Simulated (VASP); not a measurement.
A run of VASP 6.6.1:

The input INCAR:

```
SYSTEM = SrCl2
PREC = Accurate ; ENCUT = 520
EDIFF = 1E-7 ; ISMEAR = -1
SIGMA = 0.05 ; LREAL = .False.
LASPH = .True. ; NELM = 60
ALGO = Normal ; ISIF = 2
LWAVE = .False. ; LCHARG = .False.
GGA = PE ; NBANDS = 19
```

KPOINTS

```
Automatic mesh
0
Gamma
  7 7 7
  0 0 0
```

POSCAR

```
SrCl2
1.0
    0.0000000000      3.5342546063      3.5342546063
    3.5342546063      0.0000000000      3.5342546063
    3.5342546063      3.5342546063      0.0000000000
Sr Cl
1 2
Direct
    0.0000000000      0.0000000000      0.0000000000
    0.7500000000      0.7500000000      0.7500000000
    0.2500000000      0.2500000000      0.2500000000
```

Potentials or basis: VASP PAW PBE potentials, release 64 (Sr_sv, Cl).

Command:

```sh
$ cat potpaw_PBE.64/Sr_sv/POTCAR potpaw_PBE.64/Cl/POTCAR > POTCAR
$ mpirun -np 1 vasp_std > vasp.out
```

Hardware: 1 thread of Intel Xeon 8259CL, on a shared host.

Problem. Estimate the wall time of this run.

Solution. Run time: 57 s on 1 thread of Intel Xeon 8259CL (shared host), peak memory 0.25 GiB. Counts: scf iterations 14, k points 20.
